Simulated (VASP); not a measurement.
# Au (Fm-3m) in VASP: further runs

The runs below take Au through single point, with LDA.

Everything below comes from runs of VASP 6.6.1. Logs are shortened: lines on timing, memory, paths and dates and some standing lists are left out, and cuts for length are marked.

## (1) The cell of the first run

Symmetry: Fm-3m, No. 225, cubic system. The conventional cell has a = 4.080 Å, b = 4.080 Å, c = 4.080 Å, α = 90.00°, β = 90.00°, γ = 90.00°. Au (site symmetry m-3m) has 12 Au at 2.88 Å within 3.8 Å.

## (2) Single point, LDA

Contents of INCAR:

```
SYSTEM = Au
PREC = Accurate ; ENCUT = 500
EDIFF = 1E-6 ; ISMEAR = 0
SIGMA = 0.1 ; LREAL = .False.
LASPH = .True. ; NELM = 120
ALGO = Normal ; ISIF = 2
LWAVE = .False. ; LCHARG = .False.
GGA = CA ; NBANDS = 12
GGA_COMPAT = .False.
```

Contents of KPOINTS:

```
Automatic mesh
0
Gamma
  8 8 8
  0 0 0
```

Contents of POSCAR:

```
Au
1.0
    0.0000000000      2.0400000000      2.0400000000
    2.0400000000      0.0000000000      2.0400000000
    2.0400000000      2.0400000000      0.0000000000
Au
1
Direct
    0.0000000000      0.0000000000      0.0000000000
```

Potentials or basis: VASP PAW LDA potentials, release 64 (Au).

The run is started by

```console
$ cat potpaw_LDA.64/Au/POTCAR > POTCAR
$ mpirun -np 1 vasp_std > vasp.out
```

OUTCAR:

```text
SYSTEM = Au
   PREC = Accurate
   ENCUT = 500
   EDIFF = 1E-6
   ISMEAR = 0
   LREAL = .False.
   LASPH = .True.
   NELM = 120
   ISIF = 2
   GGA = CA

 ion  position               nearest neighbor table
   1  0.000  0.000  0.000-

  LATTYP: Found a face centered cubic cell.
 ALAT       =     4.0800000000

  Lattice vectors:

 A1 = (   0.0000000000,   2.0400000000,   2.0400000000)
 A2 = (   2.0400000000,   0.0000000000,   2.0400000000)
 A3 = (   2.0400000000,   2.0400000000,   0.0000000000)

Analysis of symmetry for initial positions (statically):
=====================================================================
 Subroutine PRICEL returns:
 Original cell was already a primitive cell.

 Routine SETGRP: Setting up the symmetry group for a
 face centered cubic supercell.

 Subroutine GETGRP returns: Found 48 space group operations
 (whereof 48 operations were pure point group operations)
 out of a pool of 48 trial point group operations.

The static configuration has the point symmetry O_h .

Analysis of symmetry for dynamics (positions and initial velocities):
=====================================================================
 Subroutine PRICEL returns:
 Original cell was already a primitive cell.

 Routine SETGRP: Setting up the symmetry group for a
 face centered cubic supercell.

 Subroutine GETGRP returns: Found 48 space group operations
 (whereof 48 operations were pure point group operations)
 out of a pool of 48 trial point group operations.

The dynamic configuration has the point symmetry O_h .

 Subroutine INISYM returns: Found 48 space group operations
 (whereof 48 operations are pure point group operations),
 and found     1 'primitive' translations

----------------------------------------------------------------------------------------

                                     Primitive cell

  volume of cell :      16.9793

  direct lattice vectors                    reciprocal lattice vectors
     0.000000000  2.040000000  2.040000000    -0.245098039  0.245098039  0.245098039
     2.040000000  0.000000000  2.040000000     0.245098039 -0.245098039  0.245098039
     2.040000000  2.040000000  0.000000000     0.245098039  0.245098039 -0.245098039

  length of vectors
     2.884995667  2.884995667  2.884995667     0.424522257  0.424522257  0.424522257

  position of ions in fractional coordinates (direct lattice)
     0.000000000  0.000000000  0.000000000

  ion indices of the primitive-cell ions
   primitive index   ion index
                 1           1

[... 81 lines left out ...]
   PSTRESS=    0.0 pullay stress
   NELECT =      11.0000    total number of electrons
   NUPDOWN=      -1.0000    fix difference up-down
   EMIN   =  10.00;   EMAX   =-10.00  energy-range for DOS
   EFERMI =   0.00;   METHOD = LEGACY
   ISMEAR =     0;   SIGMA  =   0.10  broadening in eV -4-tet -1-fermi 0-gaus
   EFERMI_NEDOS =   21; number of points for ismear=-14 and -15
   IALGO  =     38    algorithm
   IMIX   =      4    mixing-type and parameters
     AMIX     =   0.40;   BMIX     =  1.00
     AMIX_MAG =   1.60;   BMIX_MAG =  1.00
  volume/ion in A,a.u.               =      16.98       114.58
  Fermi-wavevector in a.u.,A,eV,Ry     =   1.416551  2.676893 27.301680  2.006617
  Thomas-Fermi vector in A             =   2.537874
   LORBIT       =      0    0 simple, 1 ext, 2 COOP (PROOUT), +10 PAW based schemes
   GGA     = CA    functional components
   LHFCALC =     F    Hartree Fock is set to
   AEXX    =    0.0000 exact exchange contribution
   IVDW    =     0    specifies the selected vdW correction
   LEPSILON=     F    determine dielectric tensor
   LRPA    =     F    only Hartree local field effects (RPA)
 non-spin polarized calculation
 Gauss-broadening in eV      SIGMA  =   0.10
  energy-cutoff  :      500.00
  volume of cell :       16.98
 maximum number of plane-waves:       445
 NGX is ok and might be reduce to    24
   NGX = 11   NGY = 11   NGZ = 11

 number of electron      11.0000000 magnetization

 Free energy of the ion-electron system (eV)
  ---------------------------------------------------
  ext. energy  EPLUGINS =         0.00000000
  ---------------------------------------------------
  free energy    TOTEN  =        -4.40258430 eV

  energy without entropy =       -4.39942984  energy(sigma->0) =       -4.40100707

 E-fermi :   9.2864     XC(G=0): -13.0031

 val. band max:        9.2124176079   @ k =   0.5000   0.2500   0.1250
 cond. band min:       9.4722244931   @ k =   0.5000   0.3750   0.1250
 fundamental gap:      0.2598068851
 Fermi energy:         9.2863926181

 k-point     1 :       0.0000    0.0000    0.0000
  band No.  band energies     occupation
      1      -0.6058      2.00000
      2       4.6252      2.00000
      3       4.6252      2.00000
      4       4.6252      2.00000
      5       6.1754      2.00000
      6       6.1754      2.00000
      7      23.8282      0.00000
      8      27.8048      0.00000
      9      27.8048      0.00000
     10      27.8048      0.00000
     11      32.8448      0.00000
     12      37.4629      0.00000
[... 331 lines left out ...]
 k-point    24 :      -0.3750    0.2500    0.1250
  band No.  band energies     occupation
      1       2.9928      2.00000
      2       3.9523      2.00000
      3       5.0624      2.00000
      4       5.4758      2.00000
      5       7.2461      2.00000
      6      11.9749      0.00000
      7      12.3979      0.00000
      8      21.5045      0.00000
      9      22.4751      0.00000
     10      26.9714      0.00000
     11      33.2181      0.00000
     12      36.1848      0.00000

 [... further k-points ...]

------------------------ aborting loop because EDIFF is reached ----------------------------------------

  FORCE on cell =-STRESS in cart. coord.  units (eV):
  Direction    XX          YY          ZZ          XY          YZ          ZX
  --------------------------------------------------------------------------------------
  -------------------------------------------------------------------------------------
  Total       -0.3043007     -0.3043007     -0.3043007      0.0000000      0.0000000     -0.0000000
  in kB      -28.7139575    -28.7139575    -28.7139575      0.0000000      0.0000000     -0.0000000
  external PRESSURE =     -28.7139575 kB  Pullay stress =       0.0000000 kB

 VOLUME and BASIS-vectors are now :
 -----------------------------------------------------------------------------
  energy-cutoff  :      500.00
  volume of cell :       16.98
      direct lattice vectors                 reciprocal lattice vectors
     0.000000000  2.040000000  2.040000000    -0.245098039  0.245098039  0.245098039
     2.040000000  0.000000000  2.040000000     0.245098039 -0.245098039  0.245098039
     2.040000000  2.040000000  0.000000000     0.245098039  0.245098039 -0.245098039

 POSITION                                       TOTAL-FORCE (eV/Angst)
 -----------------------------------------------------------------------------------
      0.00000      0.00000      0.00000         0.000000      0.000000      0.000000
 -----------------------------------------------------------------------------------
    total drift:                               -0.000000      0.000000     -0.000000

  FREE ENERGIE OF THE ION-ELECTRON SYSTEM (eV)
  ---------------------------------------------------
  free  energy   TOTEN  =        -4.4025843027 eV

  energy  without entropy=       -4.3994298403  energy(sigma->0) =       -4.40100707
```

OSZICAR:

```text
N       E                     dE             d eps       ncg     rms          rms(c)
DAV:   1     0.470763972900E+02    0.47076E+02   -0.54060E+03   720   0.792E+02
DAV:   2    -0.409805023573E+01   -0.51174E+02   -0.48340E+02   848   0.184E+02
DAV:   3    -0.472234762531E+01   -0.62430E+00   -0.62388E+00   824   0.197E+01
DAV:   4    -0.472441757692E+01   -0.20700E-02   -0.20699E-02   828   0.131E+00
DAV:   5    -0.472443250824E+01   -0.14931E-04   -0.14932E-04   848   0.107E-01    0.986E+00
DAV:   6    -0.442797533154E+01    0.29646E+00   -0.81761E-01   744   0.714E+00    0.611E+00
DAV:   7    -0.440587864046E+01    0.22097E-01   -0.63703E-02   808   0.196E+00    0.288E+00
DAV:   8    -0.440258653862E+01    0.32921E-02   -0.17622E-03   764   0.425E-01    0.261E-01
DAV:   9    -0.440258418448E+01    0.23541E-05   -0.79905E-06   836   0.250E-02    0.176E-02
DAV:  10    -0.440258430269E+01   -0.11821E-06   -0.96280E-07   708   0.706E-03
   1 F= -.44025843E+01 E0= -.44010071E+01  d E =-.315446E-02
```

stdout:

```text
POSCAR found type information on POSCAR Au
 POSCAR found :  1 types and       1 ions
 scaLAPACK will be used
 LDA part: xc-table for (Slater(with rela. corr.)+CA(PZ))
 , standard interpolation
 POSCAR, INCAR and KPOINTS ok, starting setup
 FFT: planning ... GRIDC
 FFT: planning ... GRID_SOFT
 FFT: planning ... GRID
 WAVECAR not read
 entering main loop
```

Wall time 3.9 s (1 thread of Intel Xeon Platinum 8259CL at 2.50GHz (Skylake/Cascade Lake), shared host); peak memory 0.13 GiB.

Results:

| Item | Value |
| --- | --- |
| Free energy | -4.4026 eV |
| Pressure | -2.9 GPa |
| Band gap on the k mesh | zero (an odd number of electrons rules out a gap without spin polarisation) |

Caveat: spin-orbit coupling is left out, which moves the levels of the heavy elements.

## (3) Single point, LDA

This run uses another cell than the first one, of 16.59 Å³/atom.

Contents of INCAR:

```
PREC = Accurate
ENCUT = 500
EDIFF = 1E-6
ISMEAR = 0
SIGMA = 0.1
LREAL = F
LASPH = T
NELM = 120
ALGO = Normal
ISIF = 2
LWAVE = F
LCHARG = F
GGA = CA
NBANDS = 12
GGA_COMPAT = F
```

Contents of KPOINTS:

```
regular mesh
0
Gamma
  18 18 18
```

Contents of POSCAR:

```
Au
1.0
    0.0000000000      2.0241477171      2.0241477171
    2.0241477171      0.0000000000      2.0241477171
    2.0241477171      2.0241477171      0.0000000000
Au
1
Direct
    0.0000000000      0.0000000000      0.0000000000
```

Potentials or basis: VASP PAW LDA potentials, release 64 (Au).

The run is started by

```console
$ cat potpaw_LDA.64/Au/POTCAR > POTCAR
$ mpirun -np 1 vasp_std > vasp.out
```

Wall time 18 s (1 thread of Intel Xeon Platinum 8259CL at 2.50GHz (Skylake/Cascade Lake), shared host); peak memory 0.16 GiB.

It converged, with:

| Property | Result |
| --- | --- |
| Free energy | -4.4461 eV |
| Pressure | 0.5 GPa |
| Band gap on the k mesh | zero (an odd number of electrons rules out a gap without spin polarisation) |

Levels at points of the mesh, in eV from the Fermi level:
| k point | band 3 | band 4 | band 5 | band 6 | band 7 | band 8 | band 9 | band 10 |
| --- | --- | --- | --- | --- | --- | --- | --- | --- |
| (0.00, 0.00, 0.00) | -4.84 | -4.84 | -3.22 | -3.22 | 14.47 | 18.58 | 18.58 | 18.58 |
| (0.50, 0.00, 0.00) | -4.87 | -1.96 | -1.96 | -1.11 | 3.22 | 13.93 | 17.24 | 17.24 |
| (0.50, 0.50, 0.00) | -2.00 | -1.62 | -1.62 | 0.91 | 5.99 | 10.02 | 10.02 | 17.57 |

Caveat: spin-orbit coupling is left out, which moves the levels of the heavy elements.

The gap in the log of VASP goes by the Fermi energy; the results here count the filled bands.